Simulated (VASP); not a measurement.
# Sn2PbO3 (P1) in VASP: further runs

Runs on Sn2PbO3. Level: PBE. Tasks: single point.

All numbers are computed with VASP 6.6.1; they aren't measurements. Logs are shortened: lines on timing, memory, paths and dates and some standing lists are left out, and cuts for length are marked.

### Step 1. The cell of the first run

The typed cell holds 12 atoms: a = 3.939 Å, b = 3.907 Å, c = 15.918 Å, α = 90.15°, β = 89.89°, γ = 90.01°.

### Step 2. Single point, PBE

File INCAR:

```
ALGO = Normal ; EDIFF = 1E-6
ENCUT = 600 ; GGA = PE
GGA_COMPAT = F ; ISIF = 2
ISMEAR = 0 ; LASPH = T
LCHARG = F ; LREAL = F
LWAVE = F ; NBANDS = 72
NELM = 120 ; PREC = Accurate
SIGMA = 0.1
```

File KPOINTS:

```
k-points
0
Gamma
  4 4 1
```

File POSCAR:

```
Sn2PbO3
1.0
    3.9388050826     -0.0002003264      0.0039644461
   -0.0003651411      3.9068600469     -0.0051808186
    0.0155805848     -0.0210580192     15.9175217059
Sn Pb O
4 2 6
Direct
    0.0005452905      0.4983982793      0.7544758235
    0.5009192292      0.9998396848      0.9283971746
    0.9991621551      0.5026569732      0.0718624956
    0.4995952470      1.0004577457      0.2453923719
    0.5022210325     -0.0034764277      0.6047834372
   -0.0023323475      0.5014861760      0.3950752372
    0.5015978313      0.4969409650      0.6836210878
    0.0016009524     -0.0027140702      0.6826598596
    0.5005577488      0.5023858503      0.0005614987
   -0.0003999975      0.0016940599     -0.0003506988
   -0.0017259798      0.0009624794      0.3162928197
    0.4982588381      0.5013682842      0.3172288929
```

Potentials or basis: VASP PAW PBE potentials, release 64 (Sn_d, Pb_d, O).

The run is started by

```
$ cat potpaw_PBE.64/Sn_d/POTCAR potpaw_PBE.64/Pb_d/POTCAR potpaw_PBE.64/O/POTCAR > POTCAR
$ mpirun -np 1 vasp_std > vasp.out
```

OUTCAR:

```text
EDIFF = 1E-6
   ENCUT = 600
   GGA = PE
   ISIF = 2
   ISMEAR = 0
   LASPH = T
   LREAL = F
   NELM = 120
   PREC = Accurate

 ion  position               nearest neighbor table
   1  0.001  0.498  0.754-   8 2.26   8 2.26   7 2.27   7 2.27   5 3.66   5 3.66   5 3.66   5 3.66

   2  0.501  1.000  0.928-   9 2.26  10 2.27   9 2.27  10 2.28   3 3.59   3 3.59   3 3.59   3 3.60

   3  0.999  0.503  0.072-  10 2.27  10 2.27   9 2.27   9 2.28   2 3.59   2 3.59   2 3.59   2 3.60

   4  0.500  0.000  0.245-  12 2.26  12 2.26  11 2.27  11 2.27   6 3.65   6 3.66   6 3.66   6 3.66

   5  0.502  0.997  0.605-   7 2.32   7 2.32   8 2.33   8 2.33   1 3.66   1 3.66   1 3.66   1 3.66

   6  0.998  0.501  0.395-  11 2.32  11 2.32  12 2.33  12 2.33   4 3.65   4 3.66   4 3.66   4 3.66

   7  0.502  0.497  0.684-   1 2.27   1 2.27   5 2.32   5 2.32
   8  0.002  0.997  0.683-   1 2.26   1 2.26   5 2.33   5 2.33
   9  0.501  0.502  0.001-   2 2.26   3 2.27   2 2.27   3 2.28
  10  1.000  0.002  1.000-   3 2.27   3 2.27   2 2.27   2 2.28
  11  0.998  0.001  0.316-   4 2.27   4 2.27   6 2.32   6 2.32
  12  0.498  0.501  0.317-   4 2.26   4 2.26   6 2.33   6 2.33

  LATTYP: Found a triclinic cell.
 ALAT       =    17.7505346938
 B/A-ratio  =     0.2200983557
 C/A-ratio  =     0.2218979400
 COS(alpha) =     0.0001456557
 COS(beta)  =     0.0018445020
 COS(gamma) =     0.4425722672

  Lattice vectors:

 A1 = (   0.0163108670,  -7.8347781130,  15.9278833431)
 A2 = (   0.0003651411,  -3.9068600469,   0.0051808186)
 A3 = (   3.9388050826,  -0.0002003264,   0.0039644461)

Analysis of symmetry for initial positions (statically):
=====================================================================
 Subroutine PRICEL returns:
 Original cell was already a primitive cell.

 Routine SETGRP: Setting up the symmetry group for a
 triclinic supercell.

 Subroutine GETGRP returns: Found  1 space group operations
 (whereof  1 operations were pure point group operations)
 out of a pool of  2 trial point group operations.

The static configuration has the point symmetry C_1 .

Analysis of symmetry for dynamics (positions and initial velocities):
=====================================================================
 Subroutine PRICEL returns:
 Original cell was already a primitive cell.

 Routine SETGRP: Setting up the symmetry group for a
 triclinic supercell.

 Subroutine GETGRP returns: Found  1 space group operations
 (whereof  1 operations were pure point group operations)
 out of a pool of  2 trial point group operations.

The dynamic configuration has the point symmetry C_1 .

 Subroutine INISYM returns: Found  1 space group operations
 (whereof  1 operations are pure point group operations),
 and found     1 'primitive' translations

----------------------------------------------------------------------------------------

                                     Primitive cell

  volume of cell :     244.9439

  direct lattice vectors                    reciprocal lattice vectors
     3.938805083 -0.000200326  0.003964446     0.253884355  0.000023399 -0.000248479
    -0.000365141  3.906860047 -0.005180819     0.000012677  0.255960476  0.000338609
     0.015580585 -0.021058019 15.917521706    -0.000063229  0.000083304  0.062824022

  length of vectors
     3.938807083  3.906863499 15.917543261     0.253884478  0.255960701  0.062824109

  position of ions in fractional coordinates (direct lattice)
     0.000545290  0.498398279  0.754475824
     0.500919229  0.999839685  0.928397175
     0.999162155  0.502656973  0.071862496
     0.499595247  0.000457746  0.245392372
     0.502221033  0.996523572  0.604783437
     0.997667652  0.501486176  0.395075237
     0.501597831  0.496940965  0.683621088
     0.001600952  0.997285930  0.682659860
     0.500557749  0.502385850  0.000561499
     0.999600003  0.001694060  0.999649301
     0.998274020  0.000962479  0.316292820
     0.498258838  0.501368284  0.317228893

  ion indices of the primitive-cell ions
   primitive index   ion index
                 1           1
                 2           2
                 3           3
                 4           4
                 5           5
                 6           6
                 7           7
                 8           8
                 9           9
                10          10
                11          11
                12          12

----------------------------------------------------------------------------------------

 KPOINTS: k-points

Automatic generation of k-mesh.
 Grid dimensions read from file:
 generate k-points for:    4    4    1

 Generating k-lattice:

  Cartesian coordinates                     Fractional coordinates (reciprocal lattice)
     0.063471089  0.000005850 -0.000062120     0.250000000  0.000000000 -0.000000000
     0.000003169  0.063990119  0.000084652     0.000000000  0.250000000  0.000000000
    -0.000063229  0.000083304  0.062824022     0.000000000  0.000000000  1.000000000

  Length of vectors
     0.063471120  0.063990175  0.062824109

  Shift w.r.t. Gamma in fractional coordinates (k-lattice)
     0.000000000  0.000000000  0.000000000

 Subroutine IBZKPT returns following result:
 ===========================================

 Found     10 irreducible k-points:

 Following reciprocal coordinates:
            Coordinates               Weight
  0.000000  0.000000  0.000000      1.000000
  0.250000  0.000000  0.000000      2.000000
  0.500000  0.000000  0.000000      1.000000
  0.000000  0.250000  0.000000      2.000000
  0.250000  0.250000 -0.000000      2.000000
  0.500000  0.250000 -0.000000      2.000000
 -0.250000  0.250000  0.000000      2.000000
  0.000000  0.500000  0.000000      1.000000
  0.250000  0.500000 -0.000000      2.000000
  0.500000  0.500000 -0.000000      1.000000
   k-points           NKPTS =     10   k-points in BZ     NKDIM =     10   number of bands    NBANDS=     72
   number of dos      NEDOS =    301   number of ions     NIONS =     12
   total plane-waves  NPLWV = 131072
   dimension x,y,z NGX =    32 NGY =   32 NGZ =  128
   dimension x,y,z NGXF=    64 NGYF=   64 NGZF=  256
   ions per type =               4   2   6
   NGX,Y,Z   is equivalent  to a cutoff of  13.51, 13.62, 13.37 a.u.
   NGXF,Y,Z  is equivalent  to a cutoff of  27.01, 27.23, 26.74 a.u.
 SYSTEM =  unknown system
   PREC   = accura    normal or accurate (medium, high low for compatibility)
   ISTART =      0    job   : 0-new  1-cont  2-samecut
   ICHARG =      2    charge: 1-file 2-atom 10-const
   ISPIN  =      1    spin polarized calculation?
   LNONCOLLINEAR =      F non collinear calculations
   LSORBIT =      F    spin-orbit coupling
   LASPH  =      T    aspherical Exc in radial PAW
   ENCUT  =  600.0 eV  44.10 Ry    6.64 a.u.   7.87  7.80 31.79*2*pi/ulx,y,z
   NELM   =    120;   NELMIN=  2; NELMDL= -5     # of ELM steps
   EDIFF  = 0.1E-05   stopping-criterion for ELM
   LREAL  =      F    real-space projection
   EDIFFG = 0.1E-04   stopping-criterion for IOM
   NSW    =      0    number of steps for IOM
   IBRION =     -1    ionic relax: 0-MD 1-quasi-New 2-CG
   NFREE  =      0    steps in history (QN), initial steepest desc. (CG)
   ISIF   =      2    stress and relaxation
   ISYM   =      2    0-nonsym 1-usesym 2-fastsym
   POTIM  = 0.5000    time-step for ionic-motion
   TEBEG  =    0.0;   TEEND  =   0.0 temperature during run
   PSTRESS=    0.0 pullay stress
   NELECT =     120.0000    total number of electrons
   NUPDOWN=      -1.0000    fix difference up-down
   EMIN   =  10.00;   EMAX   =-10.00  energy-range for DOS
   EFERMI =   0.00;   METHOD = LEGACY
   ISMEAR =     0;   SIGMA  =   0.10  broadening in eV -4-tet -1-fermi 0-gaus
   EFERMI_NEDOS =   21; number of points for ismear=-14 and -15
   IALGO  =     38    algorithm
   IMIX   =      4    mixing-type and parameters
     AMIX     =   0.40;   BMIX     =  1.00
     AMIX_MAG =   1.60;   BMIX_MAG =  1.00
  volume/ion in A,a.u.               =      20.41       137.75
  Fermi-wavevector in a.u.,A,eV,Ry     =   1.290564  2.438813 22.661275  1.665557
  Thomas-Fermi vector in A             =   2.422388
   LORBIT       =      0    0 simple, 1 ext, 2 COOP (PROOUT), +10 PAW based schemes
   GGA     = PE    functional components
   LHFCALC =     F    Hartree Fock is set to
   AEXX    =    0.0000 exact exchange contribution
   IVDW    =     0    specifies the selected vdW correction
   LEPSILON=     F    determine dielectric tensor
   LRPA    =     F    only Hartree local field effects (RPA)
 non-spin polarized calculation
 Gauss-broadening in eV      SIGMA  =   0.10
  energy-cutoff  :      600.00
  volume of cell :      244.94
 maximum number of plane-waves:      8202
   NGX = 15   NGY = 15   NGZ = 63

 number of electron     119.9999956 magnetization

 Free energy of the ion-electron system (eV)
  ---------------------------------------------------
  ext. energy  EPLUGINS =         0.00000000
  ---------------------------------------------------
  free energy    TOTEN  =       -66.87026271 eV

  energy without entropy =      -66.87026271  energy(sigma->0) =      -66.87026271

 E-fermi :   5.7672     XC(G=0):  -9.4824

 val. band max:        5.3210247764   @ k =   0.0000   0.0000   0.0000
 cond. band min:       6.2157816971   @ k =   0.5000   0.5000  -0.0000
 fundamental gap:      0.8947569207
 Fermi energy:         5.7671950496

 k-point     1 :       0.0000    0.0000    0.0000
  band No.  band energies     occupation
      1     -16.0204      2.00000
      2     -15.8767      2.00000
      3     -15.8732      2.00000
      4     -15.6826      2.00000
      5     -15.6787      2.00000
      6     -15.6783      2.00000
[... 64 lines left out ...]
     71      10.5163      0.00000
     72      10.6204      0.00000
[... 673 lines left out ...]
     71      10.3585      0.00000
     72      10.3610      0.00000

------------------------ aborting loop because EDIFF is reached ----------------------------------------

  FORCE on cell =-STRESS in cart. coord.  units (eV):
  Direction    XX          YY          ZZ          XY          YZ          ZX
  --------------------------------------------------------------------------------------
  -------------------------------------------------------------------------------------
  Total        0.0704831      0.1878814      0.1453848      0.0139809      0.0128525      0.0176792
  in kB        0.4610297      1.2289314      0.9509615      0.0914491      0.0840683      0.1156396
  external PRESSURE =       0.8803075 kB  Pullay stress =       0.0000000 kB

 VOLUME and BASIS-vectors are now :
 -----------------------------------------------------------------------------
  energy-cutoff  :      600.00
  volume of cell :      244.94
      direct lattice vectors                 reciprocal lattice vectors
     3.938805083 -0.000200326  0.003964446     0.253884355  0.000023399 -0.000248479
    -0.000365141  3.906860047 -0.005180819     0.000012677  0.255960476  0.000338609
     0.015580585 -0.021058019 15.917521706    -0.000063229  0.000083304  0.062824022

 POSITION                                       TOTAL-FORCE (eV/Angst)
 -----------------------------------------------------------------------------------
      0.01372      1.93128     12.00681         0.006478     -0.004995      0.076403
      1.98712      3.88658     14.77459        -0.006370      0.020149     -0.062549
      3.93644      1.96210      1.14523         0.007028     -0.005491      0.051063
      1.97163     -0.00348      3.90802        -0.009981     -0.000758     -0.068940
      1.98721      3.88044      9.62348        -0.002452     -0.003772     -0.025781
      3.93559      1.95072      6.28998         0.002943      0.006931      0.033680
      1.98617      1.92698     10.88097        -0.002125      0.014193     -0.018741
      0.01658      3.88188     10.86109        -0.002953     -0.002112     -0.028660
      1.97142      1.96264      0.00832        -0.018068     -0.023049      0.006339
      3.95280     -0.01463     15.91589         0.017258      0.003493      0.003099
      3.93693     -0.00310      5.03855         0.003874     -0.000550      0.010834
      1.96730      1.95200      5.04888         0.004367     -0.004038      0.023252
 -----------------------------------------------------------------------------------
    total drift:                                0.000087      0.000048     -0.000131

  FREE ENERGIE OF THE ION-ELECTRON SYSTEM (eV)
  ---------------------------------------------------
  free  energy   TOTEN  =       -66.8702627136 eV

  energy  without entropy=      -66.8702627136  energy(sigma->0) =      -66.87026271
```

Run time: 5.9 min. Hardware: 1 thread of Intel Xeon Platinum 8259CL at 2.50GHz (Skylake/Cascade Lake), shared host; peak memory 0.44 GiB.

What came out:

```
Free energy            : -66.8703 eV
Pressure               : 0.1 GPa
Largest force          : 0.077 eV/Å
Band gap on the k mesh : 0.89 eV (least direct gap 1.27 eV)
```

Forces on the atoms (eV/Å):
```
Sn   0.006 -0.005  0.076
Sn  -0.006  0.020 -0.063
Sn   0.007 -0.005  0.051
Sn  -0.010 -0.001 -0.069
Pb  -0.002 -0.004 -0.026
Pb   0.003  0.007  0.034
O   -0.002  0.014 -0.019
O   -0.003 -0.002 -0.029
O   -0.018 -0.023  0.006
O    0.017  0.003  0.003
O    0.004 -0.001  0.011
O    0.004 -0.004  0.023
```

Caveat: spin-orbit coupling is left out, which moves the levels of the heavy elements.

### Step 3. Single point, PBE

This run uses another cell than the first one, of 20.46 Å³/atom.

File INCAR:

```
SYSTEM = Sn2PbO3
PREC = Accurate
ENCUT = 600
EDIFF = 1E-6
ISMEAR = 0
SIGMA = 0.1
LREAL = .FALSE.
LASPH = .TRUE.
NELM = 120
ALGO = Normal
ISIF = 2
LWAVE = .FALSE.
LCHARG = .FALSE.
GGA = PE
NBANDS = 72
GGA_COMPAT = .FALSE.
```

File KPOINTS:

```
Automatic mesh
0
G
  4 4 1
  0 0 0
```

File POSCAR:

```
Sn2PbO3
1.0
    3.9525778750     -0.0004109513     -0.0019673619
   -0.0006488338      3.8966241905     -0.0019897910
   -0.0080458472     -0.0077432853     15.9412132210
Sn Pb O
4 2 6
Direct
    0.5014088888     -0.0001404174      0.5856125286
    0.0018689396      0.5003376567      0.7288576900
   -0.0013967008      0.4998945631      0.4144336929
    0.4981833313     -0.0006520891      0.2711853967
    0.4997349254      0.0000280017      0.9222735599
    0.0002246265      0.5006061135      0.0776335720
    0.5015974427      0.5001108771      0.6580669765
    1.0015946859      0.0000891119      0.6565052762
    0.4999181836      0.5003168745      0.0009746817
    0.0000554580      0.0002381339     -0.0010588094
    0.9983971534     -0.0004589622      0.3419708618
    0.4984130658      0.4996301362      0.3435445732
```

Potentials or basis: VASP PAW PBE potentials, release 64 (Sn_d, Pb_d, O).

The run is started by

```
$ cat potpaw_PBE.64/Sn_d/POTCAR potpaw_PBE.64/Pb_d/POTCAR potpaw_PBE.64/O/POTCAR > POTCAR
$ mpirun -np 1 vasp_std > vasp.out
```

Run time: 5.3 min. Hardware: 1 thread of Intel Xeon Platinum 8259CL at 2.50GHz (Skylake/Cascade Lake), shared host; peak memory 0.43 GiB.

Results (log left out):

```yaml
Free_energy: -66.8418 eV
Pressure: 0.1 GPa
Largest_force: 0.068 eV/Å
Band_gap_on_the_k_mesh: 0.98 eV (least direct gap 1.62 eV)
```

Forces in eV/Å, atoms in the order of the input:
```
Sn  -0.002 -0.001 -0.068
Sn   0.000  0.001  0.067
Sn   0.002  0.000  0.068
Sn   0.000  0.000 -0.068
Pb   0.000 -0.001 -0.040
Pb   0.000 -0.001  0.042
O   -0.001  0.001  0.007
O   -0.001  0.000 -0.006
O    0.001  0.000 -0.001
O   -0.001  0.001 -0.001
O    0.001  0.001 -0.006
O    0.001  0.000  0.006
```

Levels at points of the mesh, in eV from the valence-band top:
```tsv
k point	band 56	band 57	band 58	band 59	band 60	band 61	band 62	band 63	band 64	band 65
(0.00, 0.00, 0.00)	-1.39	-1.39	-1.15	-0.83	0.00	1.62	1.83	1.87	3.60	3.78
(0.50, 0.00, 0.00)	-1.94	-1.46	-1.46	-1.30	-1.29	2.50	2.50	2.82	2.83	3.17
(0.00, 0.50, 0.00)	-1.91	-1.45	-1.44	-1.28	-1.27	2.49	2.49	2.82	2.82	3.10
(0.50, 0.50, 0.00)	-1.95	-1.62	-1.62	-0.79	-0.79	0.98	0.98	2.24	2.24	2.25
```

Caveat: spin-orbit coupling is left out, which moves the levels of the heavy elements. A k mesh can miss the band edges.
